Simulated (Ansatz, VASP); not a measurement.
## PbSe in VASP and in Ansatz

The input INCAR:

```
PREC = Accurate
ENCUT = 520
EDIFF = 1E-6
ISMEAR = 0
SIGMA = 0.05
LREAL = False
LASPH = True
NELM = 80
ALGO = Normal
ISIF = 2
LWAVE = False
LCHARG = False
GGA = PE
NBANDS = 17
```

KPOINTS

```
Automatic mesh
0
Gamma
  10 10 10
```

POSCAR

```
PbSe
1.0
    0.0000000000      3.0621516472      3.0621516472
    3.0621516472      0.0000000000      3.0621516472
    3.0621516472      3.0621516472      0.0000000000
Pb Se
1 1
Direct
    0.5000000000      0.5000000000      0.5000000000
    0.0000000000      0.0000000000      0.0000000000
```

Input for Ansatz:

```yaml
crystal:
  lattice:
    - [0.0, 3.0621516472, 3.0621516472]
    - [3.0621516472, 0.0, 3.0621516472]
    - [3.0621516472, 3.0621516472, 0.0]
  atoms:
    - { symbol: Pb, position: [0.5, 0.5, 0.5] }
    - { symbol: Se, position: [0.0, 0.0, 0.0] }
basis:
  ecutwfc: 420
  ecutrho_ratio: 4
kpoints:
  mp_grid: { grid: [10, 10, 10] }
hamiltonian:
  xc: pbe
scf:
  occupations: { method: gaussian, width: 0.05 }
output:
  forces: true
  stress: true
  eigenvalues: true
  eigenstates:
    kpoints:
      - [0.0, 0.0, -0.5]
      - [0.0, 0.005848279, -0.494151721]
      - [0.0, -0.005848279, -0.505848279]
      - [0.005848279, 0.0, -0.494151721]
      - [-0.005848279, 0.0, -0.505848279]
      - [0.005848279, 0.005848279, -0.5]
      - [-0.005848279, -0.005848279, -0.5]
      - [0.004135358, 0.004135358, -0.491729285]
      - [-0.004135358, -0.004135358, -0.508270715]
      - [0.004135358, 0.008270715, -0.495864642]
      - [-0.004135358, -0.008270715, -0.504135358]
      - [0.008270715, 0.004135358, -0.495864642]
      - [-0.008270715, -0.004135358, -0.504135358]
      - [0.006753011, 0.006753011, -0.493246989]
      - [-0.006753011, -0.006753011, -0.506753011]
      - [0.0, 0.0, -0.5]
      - [0.0, 0.005848279, -0.494151721]
      - [0.0, -0.005848279, -0.505848279]
      - [0.005848279, 0.0, -0.494151721]
      - [-0.005848279, 0.0, -0.505848279]
      - [0.005848279, 0.005848279, -0.5]
      - [-0.005848279, -0.005848279, -0.5]
      - [0.004135358, 0.004135358, -0.491729285]
      - [-0.004135358, -0.004135358, -0.508270715]
      - [0.004135358, 0.008270715, -0.495864642]
      - [-0.004135358, -0.008270715, -0.504135358]
      - [0.008270715, 0.004135358, -0.495864642]
      - [-0.008270715, -0.004135358, -0.504135358]
      - [0.006753011, 0.006753011, -0.493246989]
      - [-0.006753011, -0.006753011, -0.506753011]
    de_dk: true
    e_range: [-0.7454623981198, 0.7454623982371]
```

Alike in both runs: task single point; functional PBE; k mesh 10 × 10 × 10; occupations gaussian, width 0.05 eV; no spin polarisation.

|  | VASP | Ansatz |
| --- | --- | --- |
| version | VASP 6.6.1 | Ansatz 0.2.0 |
| potentials or method | VASP PAW PBE potentials, release 64 (Pb_d, Se), cutoff 520 eV | scalar-relativistic, plane waves, PAW |
| valence electrons in the cell | 20 | 30 |

```tsv
	VASP	Ansatz	Ansatz less VASP
gap on the k mesh at the Fermi level (eV)	0.30	0.29	-0.005
least direct gap on the mesh (eV)	0.30	0.29	-0.005
pressure (GPa)	2.3	2.4	+0.02
```

The functional is the same, so the differences come from potentials, cutoffs and numerics. VASP's potentials hold 20 valence electrons a cell and Ansatz's 30, so a difference there can come from the potentials and not from the codes.

Spin-orbit coupling is off throughout.
